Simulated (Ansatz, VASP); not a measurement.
Hf in VASP and in Ansatz

Contents of INCAR:

```
SYSTEM = Hf
PREC     = Accurate       ! precision mode
ENCUT    = 520            ! plane-wave cutoff, eV
EDIFF    = 1E-7           ! SCF threshold, eV
ISMEAR   = 0              ! smearing method
SIGMA    = 0.1            ! smearing width, eV
LREAL    = .False.        ! projectors in reciprocal space
LASPH    = .True.         ! aspherical terms in the spheres
NELM     = 100            ! most SCF steps
ALGO     = Fast           ! electronic algorithm
ISIF     = 2              ! what is computed and relaxed
LWAVE    = .False.        ! write WAVECAR
LCHARG   = .True.         ! write CHGCAR
GGA      = PS             ! functional
LELF     = .True.         ! ELF
LVHAR    = .True.       
NBANDS   = 11             ! bands
```

Contents of KPOINTS:

```
regular mesh
0
Gamma
  16 16 16
  0 0 0
```

File POSCAR:

```
Hf
1.0
   -1.7096987100      1.7096987100      1.7096987100
    1.7096987100     -1.7096987100      1.7096987100
    1.7096987100      1.7096987100     -1.7096987100
Hf
1
Direct
    0.0000000000      0.0000000000      0.0000000000
```

Input for Ansatz:

```yaml
crystal:
  lattice:
    - [-1.7096987101, 1.7096987101, 1.7096987101]
    - [1.7096987101, -1.7096987101, 1.7096987101]
    - [1.7096987101, 1.7096987101, -1.7096987101]
  atoms:
    - { symbol: Hf, position: [0.0, 0.0, 0.0] }
basis:
  ecutwfc: 420
kpoints:
  mp_grid: { grid: [16, 16, 16] }
hamiltonian:
  xc: pbesol
scf:
  occupations: { method: gaussian, width: 0.1 }
output:
  forces: true
  stress: true
  eigenvalues: true
```

Alike in both runs: task single point; functional PBEsol; k mesh 16 × 16 × 16; occupations gaussian, width 0.1 eV; no spin polarisation.

```csv
,VASP,Ansatz
version,VASP 6.6.1,Ansatz 0.2.0
potentials or method,"VASP PAW PBE potentials, release 64 (Hf_pv), cutoff 520 eV","scalar-relativistic, plane waves, PAW"
valence electrons in the cell,10,26
```

```tsv
	VASP	Ansatz	Ansatz less VASP
gap on the k mesh at the Fermi level (eV)	none	none	-
pressure (GPa)	7.1	7.3	+0.22
```

VASP's potentials were made for PBE, not for PBEsol. A gap of «none» marks a metal or a gap that the smearing closes. The functional is the same, so the differences come from potentials, cutoffs and numerics. VASP's potentials hold 10 valence electrons a cell and Ansatz's 26, so a difference there can come from the potentials and not from the codes.

Neither program's run includes spin-orbit coupling.
